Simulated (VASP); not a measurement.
Wanted: the native input for a VASP 6.6.1 run.

```yaml
Task: electric field gradients
Functional: PBEsol
Potentials_or_basis: VASP PAW PBE potentials, release 64 (K_sv, Cl)
Cutoff: 400 eV
k_mesh: 7 × 7 × 7
Occupations: fermi-dirac, width 0.01 eV
Spin: no spin polarisation
Dipole_correction: no
Further_INCAR_settings: ALGO = Normal; EDIFF = 1e-08; NBANDS = 15
```

The structure of KCl lies in POSCAR:

```
KCl
1.0
    3.6703400000      0.0000000000      0.0000000000
    0.0000000000      3.6703400000      0.0000000000
    0.0000000000      0.0000000000      3.6340000000
K Cl
1 1
Direct
    0.0000000000      0.0000000000      0.0000000000
    0.5000000000      0.5000000000      0.5000000000
```

This cell differs from its parent crystal: equal xx and yy strain of +1 %.

One way to write it, as run:

INCAR

```
  PREC = Accurate
  ENCUT = 400
  EDIFF = 1E-8
  ISMEAR = -1
  SIGMA = 0.01
  LREAL = False
  LASPH = True
  NELM = 120
  ALGO = Normal
  ISIF = 2
  LWAVE = False
  LCHARG = False
  GGA = PS
  LEFG = True
  NBANDS = 15
  GGA_COMPAT = False
```

KPOINTS

```
Automatic mesh
0
Gamma
  7 7 7
```

Potentials or basis: VASP PAW PBE potentials, release 64 (K_sv, Cl).

Run with:

```console
$ cat potpaw_PBE.64/K_sv/POTCAR potpaw_PBE.64/Cl/POTCAR > POTCAR
$ mpirun -np 1 vasp_std > vasp.out
```

It gave:

| Item | Value |
| --- | --- |
| Pressure | 1.8 GPa |
| Band gap on the k mesh | 5.25 eV (least direct gap 5.45 eV) |
| Largest electric field gradient by atom | K +1.3; Cl -2.6 V/Å² |

Caveat: the cell differs from its parent crystal (equal xx and yy strain of +1 %); without QUAD_EFG the Cq values of the log hold for a quadrupole moment of 1 mb, not for the nuclei; the PAW data sets were made with another functional, which shifts forces and pressure a little.

Wall time 25 s on 1 thread of Intel Xeon 8259CL, with other jobs on the host, peak memory 0.14 GiB.
